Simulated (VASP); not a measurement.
Wanted: the native input for a VASP 6.6.1 run.

```
Task                   : single point
Functional             : PBE
Potentials or basis    : VASP PAW PBE potentials, release 64 (Li_sv, W_sv, N)
Cutoff                 : 520 eV
k mesh                 : 4 × 4 × 4
Occupations            : gaussian, width 0.1 eV
Spin                   : no spin polarisation
Dipole correction      : no
Further INCAR settings : ALGO = Normal; EDIFF = 1e-07; NBANDS = 39
```

The structure of LiW3N3 lies in POSCAR:

```
LiW3N3
1.0
    4.8731497300      0.0000000000      0.0000000000
    0.0000000000      4.8731497300      0.0000000000
    0.0000000000      0.0000000000      4.8731497300
Li W N
1 3 3
Direct
    0.0000000000      0.0000000000      0.0000000000
    0.0000000000      0.5000000000      0.5000000000
    0.5000000000      0.0000000000      0.5000000000
    0.5000000000      0.5000000000      0.0000000000
    0.5000000000      0.0000000000      0.0000000000
    0.0000000000      0.5000000000      0.0000000000
    0.0000000000      0.0000000000      0.5000000000
```

The cell was generated, and may not be a known phase.

One way to write it, as run:

INCAR

```
  ALGO = Normal
  EDIFF = 1E-7
  ENCUT = 520
  GGA = PE
  ISIF = 2
  ISMEAR = 0
  LASPH = T
  LCHARG = F
  LREAL = F
  LWAVE = F
  NBANDS = 39
  NELM = 100
  PREC = Accurate
  SIGMA = 0.1
```

KPOINTS

```
k-points
0
Gamma
  4 4 4
```

Potentials or basis: VASP PAW PBE potentials, release 64 (Li_sv, W_sv, N).

Run with:

```console
$ cat potpaw_PBE.64/Li_sv/POTCAR potpaw_PBE.64/W_sv/POTCAR potpaw_PBE.64/N/POTCAR > POTCAR
$ mpirun -np 1 vasp_std > vasp.out
```

Results of the run:

```json
{"Band gap on the k mesh": "zero (bands 30 and 31 overlap by 1.30 eV)"}
```

Caveat: spin-orbit coupling is left out, which moves the levels of the heavy elements.

Run time: 18 s on 1 thread of Intel(R) Xeon(R) 6975P-C (Granite Rapids) (shared host), peak memory 0.21 GiB.
